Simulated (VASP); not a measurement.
# ScZn3 (Fm-3m) in VASP: a series of runs

Runs on ScZn3. Level: LDA. Tasks: single point.

Everything below comes from runs of VASP 6.6.1. Logs are shortened: lines on timing, memory, paths and dates and some standing lists are left out, and cuts for length are marked.

## 1. The cell of the first run

Symmetry: Fm-3m, No. 225, cubic system. Conventional cell: a = 6.368 Å, b = 6.368 Å, c = 6.368 Å, α = 90.00°, β = 90.00°, γ = 90.00°. Sc (site symmetry m-3m) has 14 Zn at 2.76 to 3.18 Å within 3.6 Å. Within 3.6 Å of Zn (site symmetry -43m) lie 4 Sc at 2.76 Å and 10 Zn at 2.76 to 3.18 Å. Within 3.6 Å of Zn (site symmetry m-3m) lie 8 Zn at 2.76 Å and 6 Sc at 3.18 Å.

## 2. Single point, LDA

INCAR

```
SYSTEM = ScZn3
  PREC = Accurate
  ENCUT = 520
  EDIFF = 1E-7
  ISMEAR = 0
  SIGMA = 0.15
  LREAL = .False.
  LASPH = .True.
  NELM = 60
  ALGO = Normal
  ISIF = 2
  LWAVE = .False.
  LCHARG = .False.
  GGA = CA
  NBANDS = 32
```

KPOINTS

```
regular mesh
0
Gamma
  6 6 6
  0 0 0
```

POSCAR

```
ScZn3
1.0
    0.0000000000      3.1841990189      3.1841990189
    3.1841990189      0.0000000000      3.1841990189
    3.1841990189      3.1841990189      0.0000000000
Sc Zn
1 3
Direct
    0.0000000000      0.0000000000      0.0000000000
    0.2500000000      0.2500000000      0.2500000000
    0.7500000000      0.7500000000      0.7500000000
    0.5000000000      0.5000000000      0.5000000000
```

Potentials or basis: VASP PAW LDA potentials, release 64 (Sc_sv, Zn).

Started as:

```sh
$ cat potpaw_LDA.64/Sc_sv/POTCAR potpaw_LDA.64/Zn/POTCAR > POTCAR
$ mpirun -np 1 vasp_std > vasp.out
```

OUTCAR:

```text
SYSTEM = ScZn3
   PREC = Accurate
   ENCUT = 520
   EDIFF = 1E-7
   ISMEAR = 0
   LREAL = .False.
   LASPH = .True.
   NELM = 60
   ISIF = 2
   GGA = CA

 ion  position               nearest neighbor table
   1  0.000  0.000  0.000-   3 2.76   3 2.76   3 2.76   2 2.76   3 2.76   2 2.76   2 2.76   2 2.76
                             4 3.18   4 3.18   4 3.18   4 3.18   4 3.18   4 3.18
   2  0.250  0.250  0.250-   1 2.76   1 2.76   1 2.76   1 2.76   4 2.76   4 2.76   4 2.76   4 2.76

   3  0.750  0.750  0.750-   4 2.76   4 2.76   4 2.76   1 2.76   4 2.76   1 2.76   1 2.76   1 2.76

   4  0.500  0.500  0.500-   2 2.76   2 2.76   2 2.76   2 2.76   3 2.76   3 2.76   3 2.76   3 2.76
                             1 3.18   1 3.18   1 3.18   1 3.18   1 3.18   1 3.18

  LATTYP: Found a face centered cubic cell.
 ALAT       =     6.3683980378

  Lattice vectors:

 A1 = (   0.0000000000,   3.1841990189,   3.1841990189)
 A2 = (   3.1841990189,   0.0000000000,   3.1841990189)
 A3 = (   3.1841990189,   3.1841990189,   0.0000000000)

Analysis of symmetry for initial positions (statically):
=====================================================================
 Subroutine PRICEL returns:
 Original cell was already a primitive cell.

 Routine SETGRP: Setting up the symmetry group for a
 face centered cubic supercell.

 Subroutine GETGRP returns: Found 48 space group operations
 (whereof 48 operations were pure point group operations)
 out of a pool of 48 trial point group operations.

The static configuration has the point symmetry O_h .

Analysis of symmetry for dynamics (positions and initial velocities):
=====================================================================
 Subroutine PRICEL returns:
 Original cell was already a primitive cell.

 Routine SETGRP: Setting up the symmetry group for a
 face centered cubic supercell.

 Subroutine GETGRP returns: Found 48 space group operations
 (whereof 48 operations were pure point group operations)
 out of a pool of 48 trial point group operations.

The dynamic configuration has the point symmetry O_h .

 Subroutine INISYM returns: Found 48 space group operations
 (whereof 48 operations are pure point group operations),
 and found     1 'primitive' translations

----------------------------------------------------------------------------------------

                                     Primitive cell
[... 85 lines left out ...]
   NELM   =     60;   NELMIN=  2; NELMDL= -5     # of ELM steps
   EDIFF  = 0.1E-06   stopping-criterion for ELM
   LREAL  =      F    real-space projection
   EDIFFG = 0.1E-05   stopping-criterion for IOM
   NSW    =      0    number of steps for IOM
   IBRION =     -1    ionic relax: 0-MD 1-quasi-New 2-CG
   NFREE  =      0    steps in history (QN), initial steepest desc. (CG)
   ISIF   =      2    stress and relaxation
   ISYM   =      2    0-nonsym 1-usesym 2-fastsym
   POTIM  = 0.5000    time-step for ionic-motion
   TEBEG  =    0.0;   TEEND  =   0.0 temperature during run
   PSTRESS=    0.0 pullay stress
   NELECT =      47.0000    total number of electrons
   NUPDOWN=      -1.0000    fix difference up-down
   EMIN   =  10.00;   EMAX   =-10.00  energy-range for DOS
   EFERMI =   0.00;   METHOD = LEGACY
   ISMEAR =     0;   SIGMA  =   0.15  broadening in eV -4-tet -1-fermi 0-gaus
   EFERMI_NEDOS =   21; number of points for ismear=-14 and -15
   IALGO  =     38    algorithm
   IMIX   =      4    mixing-type and parameters
     AMIX     =   0.40;   BMIX     =  1.00
     AMIX_MAG =   1.60;   BMIX_MAG =  1.00
  volume/ion in A,a.u.               =      16.14       108.93
  Fermi-wavevector in a.u.,A,eV,Ry     =   1.472642  2.782890 29.506616  2.168675
  Thomas-Fermi vector in A             =   2.587632
   LORBIT       =      0    0 simple, 1 ext, 2 COOP (PROOUT), +10 PAW based schemes
   GGA     = CA    functional components
   LHFCALC =     F    Hartree Fock is set to
   AEXX    =    0.0000 exact exchange contribution
   IVDW    =     0    specifies the selected vdW correction
   LEPSILON=     F    determine dielectric tensor
   LRPA    =     F    only Hartree local field effects (RPA)
 non-spin polarized calculation
 Gauss-broadening in eV      SIGMA  =   0.15
  energy-cutoff  :      520.00
  volume of cell :       64.57
 maximum number of plane-waves:      1807
 NGX is ok and might be reduce to    36
   NGX = 17   NGY = 17   NGZ = 17

 number of electron      46.9999972 magnetization

 Free energy of the ion-electron system (eV)
  ---------------------------------------------------
  ext. energy  EPLUGINS =         0.00000000
  ---------------------------------------------------
  free energy    TOTEN  =       -13.54403766 eV

  energy without entropy =      -13.52138263  energy(sigma->0) =      -13.53271015

 E-fermi :   3.5354     XC(G=0): -11.7181

 val. band max:        3.4875317508   @ k =   0.5000   0.3333   0.1667
 cond. band min:       3.5502285895   @ k =  -0.1667   0.1667   0.0000
 fundamental gap:      0.0626968387
 Fermi energy:         3.5353982409

 k-point     1 :       0.0000    0.0000    0.0000
  band No.  band energies     occupation
      1     -45.4241      2.00000
      2     -24.4423      2.00000
      3     -24.4423      2.00000
      4     -24.4423      2.00000
      5      -5.7226      2.00000
      6      -4.4472      2.00000
[... 549 lines left out ...]
     31      10.2137      0.00000
     32      11.4298      0.00000

------------------------ aborting loop because EDIFF is reached ----------------------------------------

  FORCE on cell =-STRESS in cart. coord.  units (eV):
  Direction    XX          YY          ZZ          XY          YZ          ZX
  --------------------------------------------------------------------------------------
  -------------------------------------------------------------------------------------
  Total       -3.0561436     -3.0561436     -3.0561436      0.0000000      0.0000000     -0.0000000
  in kB      -75.8322122    -75.8322122    -75.8322122      0.0000000      0.0000000     -0.0000000
  external PRESSURE =     -75.8322122 kB  Pullay stress =       0.0000000 kB

 VOLUME and BASIS-vectors are now :
 -----------------------------------------------------------------------------
  energy-cutoff  :      520.00
  volume of cell :       64.57
      direct lattice vectors                 reciprocal lattice vectors
     0.000000000  3.184199019  3.184199019    -0.157025361  0.157025361  0.157025361
     3.184199019  0.000000000  3.184199019     0.157025361 -0.157025361  0.157025361
     3.184199019  3.184199019  0.000000000     0.157025361  0.157025361 -0.157025361

 POSITION                                       TOTAL-FORCE (eV/Angst)
 -----------------------------------------------------------------------------------
      0.00000      0.00000      0.00000        -0.000000      0.000000     -0.000000
      1.59210      1.59210      1.59210         0.000000      0.000000      0.000000
      4.77630      4.77630      4.77630        -0.000000     -0.000000     -0.000000
      3.18420      3.18420      3.18420        -0.000000      0.000000     -0.000000
 -----------------------------------------------------------------------------------
    total drift:                                0.000000      0.000000      0.000000

  FREE ENERGIE OF THE ION-ELECTRON SYSTEM (eV)
  ---------------------------------------------------
  free  energy   TOTEN  =       -13.5440376588 eV

  energy  without entropy=      -13.5213826327  energy(sigma->0) =      -13.53271015
```

stdout:

```text
POSCAR found type information on POSCAR ScZn
 POSCAR found :  2 types and       4 ions
 scaLAPACK will be used
 LDA part: xc-table for (Slater(with rela. corr.)+CA(PZ))
 , standard interpolation
 POSCAR, INCAR and KPOINTS ok, starting setup
 FFT: planning ... GRIDC
 FFT: planning ... GRID_SOFT
 FFT: planning ... GRID
 WAVECAR not read
 entering main loop
```

Run time: 44 s. Hardware: 1 thread of Intel Xeon Platinum 8375C at 2.90GHz (Ice Lake), shared host; peak memory 0.18 GiB.

Results:

```yaml
Free_energy: -13.5440 eV
Pressure: -7.6 GPa
```

## 3. Single point, LDA

This run uses another cell than the first one, of 16.56 Å³/atom, 1.026 times its volume.

INCAR

```
SYSTEM = ScZn3
  ALGO = Normal
  EDIFF = 1E-6
  ENCUT = 520
  GGA = CA
  ISIF = 2
  ISMEAR = 0
  LASPH = .TRUE.
  LCHARG = .FALSE.
  LREAL = .FALSE.
  LWAVE = .FALSE.
  NBANDS = 32
  NELM = 100
  PREC = Accurate
  SIGMA = 0.15
```

KPOINTS

```
k-points
0
G
  6 6 6
  0 0 0
```

POSCAR

```
ScZn3
1.0
    0.0000000000      3.2115325363      3.2115325363
    3.2115325363      0.0000000000      3.2115325363
    3.2115325363      3.2115325363      0.0000000000
Sc Zn
1 3
Direct
    0.0000000000      0.0000000000      0.0000000000
    0.2500000000      0.2500000000      0.2500000000
    0.7500000000      0.7500000000      0.7500000000
    0.5000000000      0.5000000000      0.5000000000
```

Potentials or basis: VASP PAW LDA potentials, release 64 (Sc_sv, Zn).

Started as:

```sh
$ cat potpaw_LDA.64/Sc_sv/POTCAR potpaw_LDA.64/Zn/POTCAR > POTCAR
$ mpirun -np 1 vasp_std > vasp.out
```

OUTCAR:

```text
SYSTEM = ScZn3
   EDIFF = 1E-6
   ENCUT = 520
   GGA = CA
   ISIF = 2
   ISMEAR = 0
   LASPH = .TRUE.
   LREAL = .FALSE.
   NELM = 100
   PREC = Accurate

 ion  position               nearest neighbor table
   1  0.000  0.000  0.000-   3 2.78   3 2.78   3 2.78   2 2.78   3 2.78   2 2.78   2 2.78   2 2.78
                             4 3.21   4 3.21   4 3.21   4 3.21   4 3.21   4 3.21
   2  0.250  0.250  0.250-   1 2.78   1 2.78   1 2.78   1 2.78   4 2.78   4 2.78   4 2.78   4 2.78

   3  0.750  0.750  0.750-   4 2.78   4 2.78   4 2.78   1 2.78   4 2.78   1 2.78   1 2.78   1 2.78

   4  0.500  0.500  0.500-   2 2.78   2 2.78   2 2.78   2 2.78   3 2.78   3 2.78   3 2.78   3 2.78
                             1 3.21   1 3.21   1 3.21   1 3.21   1 3.21   1 3.21

  LATTYP: Found a face centered cubic cell.
 ALAT       =     6.4230650726

  Lattice vectors:

 A1 = (   0.0000000000,   3.2115325363,   3.2115325363)
 A2 = (   3.2115325363,   0.0000000000,   3.2115325363)
 A3 = (   3.2115325363,   3.2115325363,   0.0000000000)

Analysis of symmetry for initial positions (statically):
=====================================================================
[... 167 lines left out ...]

 E-fermi :   3.3654     XC(G=0): -11.5879

 val. band max:        3.3221514869   @ k =   0.5000   0.3333   0.1667
 cond. band min:       3.3921379668   @ k =  -0.1667   0.1667   0.0000
 fundamental gap:      0.0699864799
 Fermi energy:         3.3654328379

 k-point     1 :       0.0000    0.0000    0.0000
  band No.  band energies     occupation
      1     -45.6653      2.00000
      2     -24.6748      2.00000
      3     -24.6748      2.00000
      4     -24.6748      2.00000
      5      -5.7417      2.00000
      6      -4.5414      2.00000
[... 549 lines left out ...]
     31       9.8822      0.00000
     32      11.0745      0.00000

------------------------ aborting loop because EDIFF is reached ----------------------------------------

  FORCE on cell =-STRESS in cart. coord.  units (eV):
  Direction    XX          YY          ZZ          XY          YZ          ZX
  --------------------------------------------------------------------------------------
  -------------------------------------------------------------------------------------
  Total       -3.7552632     -3.7552632     -3.7552632     -0.0000000      0.0000000     -0.0000000
  in kB      -90.8205214    -90.8205214    -90.8205214     -0.0000000      0.0000000     -0.0000000
  external PRESSURE =     -90.8205214 kB  Pullay stress =       0.0000000 kB

 VOLUME and BASIS-vectors are now :
 -----------------------------------------------------------------------------
  energy-cutoff  :      520.00
  volume of cell :       66.25
      direct lattice vectors                 reciprocal lattice vectors
     0.000000000  3.211532536  3.211532536    -0.155688910  0.155688910  0.155688910
     3.211532536  0.000000000  3.211532536     0.155688910 -0.155688910  0.155688910
     3.211532536  3.211532536  0.000000000     0.155688910  0.155688910 -0.155688910

 POSITION                                       TOTAL-FORCE (eV/Angst)
 -----------------------------------------------------------------------------------
      0.00000      0.00000      0.00000        -0.000000      0.000000      0.000000
      1.60577      1.60577      1.60577         0.000000      0.000000     -0.000000
      4.81730      4.81730      4.81730        -0.000000     -0.000000      0.000000
      3.21153      3.21153      3.21153        -0.000000      0.000000      0.000000
 -----------------------------------------------------------------------------------
    total drift:                                0.000000      0.000000      0.000000

  FREE ENERGIE OF THE ION-ELECTRON SYSTEM (eV)
  ---------------------------------------------------
  free  energy   TOTEN  =       -13.4565847329 eV

  energy  without entropy=      -13.4321954512  energy(sigma->0) =      -13.44439009
```

Run time: 39 s. Hardware: 1 thread of Intel Xeon Platinum 8375C at 2.90GHz (Ice Lake), shared host; peak memory 0.18 GiB.

Results:

```yaml
Free_energy: -13.4566 eV
Pressure: -9.1 GPa
```

## 4. Single point, LDA

This run uses another cell than the first one, of 16.98 Å³/atom, 1.052 times its volume.

INCAR

```
SYSTEM = ScZn3
PREC = Accurate
ENCUT = 520
EDIFF = 1E-6
ISMEAR = 0
SIGMA = 0.15
LREAL = .FALSE.
LASPH = .TRUE.
NELM = 100
ALGO = Normal
ISIF = 2
LWAVE = .FALSE.
LCHARG = .TRUE.
LELF = .TRUE.
LVHAR = .TRUE.
NBANDS = 32
```

KPOINTS

```
regular mesh
0
G
  6 6 6
  0 0 0
```

POSCAR

```
ScZn3
1.0
    0.0000000000      3.2384085350      3.2384085350
    3.2384085350      0.0000000000      3.2384085350
    3.2384085350      3.2384085350      0.0000000000
Sc Zn
1 3
Direct
    0.0000000000      0.0000000000      0.0000000000
    0.2500000000      0.2500000000      0.2500000000
    0.7500000000      0.7500000000      0.7500000000
    0.5000000000      0.5000000000      0.5000000000
```

Potentials or basis: VASP PAW LDA potentials, release 64 (Sc_sv, Zn).

Started as:

```sh
$ cat potpaw_LDA.64/Sc_sv/POTCAR potpaw_LDA.64/Zn/POTCAR > POTCAR
$ mpirun -np 1 vasp_std > vasp.out
```

OUTCAR:

```text
SYSTEM = ScZn3
   PREC = Accurate
   ENCUT = 520
   EDIFF = 1E-6
   ISMEAR = 0
   LREAL = .FALSE.
   LASPH = .TRUE.
   NELM = 100
   ISIF = 2

 ion  position               nearest neighbor table
   1  0.000  0.000  0.000-   2 2.80   3 2.80   3 2.80   3 2.80   3 2.80   2 2.80   2 2.80   2 2.80
                             4 3.24   4 3.24   4 3.24   4 3.24   4 3.24   4 3.24
   2  0.250  0.250  0.250-   1 2.80   4 2.80   1 2.80   1 2.80   1 2.80   4 2.80   4 2.80   4 2.80

   3  0.750  0.750  0.750-   1 2.80   4 2.80   4 2.80   4 2.80   4 2.80   1 2.80   1 2.80   1 2.80

   4  0.500  0.500  0.500-   2 2.80   3 2.80   2 2.80   2 2.80   2 2.80   3 2.80   3 2.80   3 2.80
                             1 3.24   1 3.24   1 3.24   1 3.24   1 3.24   1 3.24

  LATTYP: Found a face centered cubic cell.
 ALAT       =     6.4768170700

  Lattice vectors:

 A1 = (   0.0000000000,   3.2384085350,   3.2384085350)
 A2 = (   3.2384085350,   0.0000000000,   3.2384085350)
 A3 = (   3.2384085350,   3.2384085350,   0.0000000000)

Analysis of symmetry for initial positions (statically):
=====================================================================
 Subroutine PRICEL returns:
 Original cell was already a primitive cell.

[... 167 lines left out ...]
 val. band max:        3.1646811551   @ k =   0.5000   0.3333   0.1667
 cond. band min:       3.2414203340   @ k =  -0.1667   0.1667   0.0000
 fundamental gap:      0.0767391789
 Fermi energy:         3.2025292728

 k-point     1 :       0.0000    0.0000    0.0000
  band No.  band energies     occupation
      1     -45.8971      2.00000
      2     -24.8985      2.00000
      3     -24.8985      2.00000
      4     -24.8985      2.00000
      5      -5.7585      2.00000
      6      -4.6327      2.00000
[... 549 lines left out ...]
     31       9.5657      0.00000
     32      10.7359      0.00000

------------------------ aborting loop because EDIFF is reached ----------------------------------------

  FORCE on cell =-STRESS in cart. coord.  units (eV):
  Direction    XX          YY          ZZ          XY          YZ          ZX
  --------------------------------------------------------------------------------------
  -------------------------------------------------------------------------------------
  Total       -4.4291346     -4.4291346     -4.4291346      0.0000000      0.0000000      0.0000000
  in kB     -104.4731175   -104.4731175   -104.4731175      0.0000000      0.0000000      0.0000000
  external PRESSURE =    -104.4731175 kB  Pullay stress =       0.0000000 kB

 VOLUME and BASIS-vectors are now :
 -----------------------------------------------------------------------------
  energy-cutoff  :      520.00
  volume of cell :       67.92
      direct lattice vectors                 reciprocal lattice vectors
     0.000000000  3.238408535  3.238408535    -0.154396826  0.154396826  0.154396826
     3.238408535  0.000000000  3.238408535     0.154396826 -0.154396826  0.154396826
     3.238408535  3.238408535  0.000000000     0.154396826  0.154396826 -0.154396826

 POSITION                                       TOTAL-FORCE (eV/Angst)
 -----------------------------------------------------------------------------------
      0.00000      0.00000      0.00000        -0.000000     -0.000000      0.000000
      1.61920      1.61920      1.61920         0.000000      0.000000      0.000000
      4.85761      4.85761      4.85761        -0.000000     -0.000000     -0.000000
      3.23841      3.23841      3.23841        -0.000000     -0.000000      0.000000
 -----------------------------------------------------------------------------------
    total drift:                                0.000000      0.000000      0.000000

  FREE ENERGIE OF THE ION-ELECTRON SYSTEM (eV)
  ---------------------------------------------------
  free  energy   TOTEN  =       -13.3539648886 eV

  energy  without entropy=      -13.3279372621  energy(sigma->0) =      -13.34095108
```

OSZICAR:

```text
N       E                     dE             d eps       ncg     rms          rms(c)
DAV:   1     0.354426066614E+03    0.35443E+03   -0.21297E+04  1024   0.206E+03
DAV:   2     0.981892770654E+01   -0.34461E+03   -0.33577E+03  1024   0.481E+02
DAV:   3    -0.142929908249E+02   -0.24112E+02   -0.23786E+02  1456   0.147E+02
DAV:   4    -0.146136047639E+02   -0.32061E+00   -0.32025E+00  1152   0.156E+01
DAV:   5    -0.146192990579E+02   -0.56943E-02   -0.56936E-02  1352   0.221E+00    0.789E+00
DAV:   6    -0.134134303756E+02    0.12059E+01   -0.32825E+00  1432   0.248E+01    0.323E+00
DAV:   7    -0.133746468692E+02    0.38784E-01   -0.14955E-01  1264   0.345E+00    0.168E+00
DAV:   8    -0.133552642890E+02    0.19383E-01   -0.18768E-02  1352   0.467E+00    0.380E-01
DAV:   9    -0.133538409805E+02    0.14233E-02   -0.60823E-03  1416   0.221E+00    0.547E-02
DAV:  10    -0.133539081173E+02   -0.67137E-04   -0.11559E-03  1728   0.728E-01    0.389E-02
DAV:  11    -0.133539601963E+02   -0.52079E-04   -0.63667E-04  1144   0.366E-01    0.223E-02
DAV:  12    -0.133539638230E+02   -0.36267E-05   -0.34896E-05  1344   0.666E-02    0.138E-02
DAV:  13    -0.133539652245E+02   -0.14016E-05   -0.67749E-06  1000   0.892E-02    0.544E-03
DAV:  14    -0.133539648886E+02    0.33596E-06   -0.17250E-06   720   0.403E-02
   1 F= -.13353965E+02 E0= -.13340951E+02  d E =-.260276E-01
```

stdout:

```text
POSCAR found type information on POSCAR ScZn
 POSCAR found :  2 types and       4 ions
 scaLAPACK will be used
 LDA part: xc-table for (Slater(with rela. corr.)+CA(PZ))
 , standard interpolation
 POSCAR, INCAR and KPOINTS ok, starting setup
 FFT: planning ... GRIDC
 FFT: planning ... GRID_SOFT
 FFT: planning ... GRID
 WAVECAR not read
 entering main loop
```

Wall time 36 s (1 thread of Intel Xeon Platinum 8375C at 2.90GHz (Ice Lake), shared host); peak memory 0.18 GiB.

What came out:

```yaml
Free_energy: -13.3540 eV
Pressure: -10.4 GPa
```

## 5. The runs side by side

| cell | gap on the mesh (eV) | pressure (GPa) |
| --- | --- | --- |
| a = 4.503 Å, angles 60.0°, 4 atoms | none | -7.6 |
| a = 4.542 Å, angles 60.0°, 4 atoms | none | -9.1 |
| a = 4.580 Å, angles 60.0°, 4 atoms | none | -10.4 |

Alike in all rows: task single point; level LDA; potentials or basis VASP PAW LDA potentials, release 64 (Sc_sv, Zn); no spin polarisation; k mesh 6 × 6 × 6; cutoff (eV) 520; smearing gaussian 0.15 eV.

Total energies depend on the potentials used, so only differences within one code and one set of settings carry meaning.
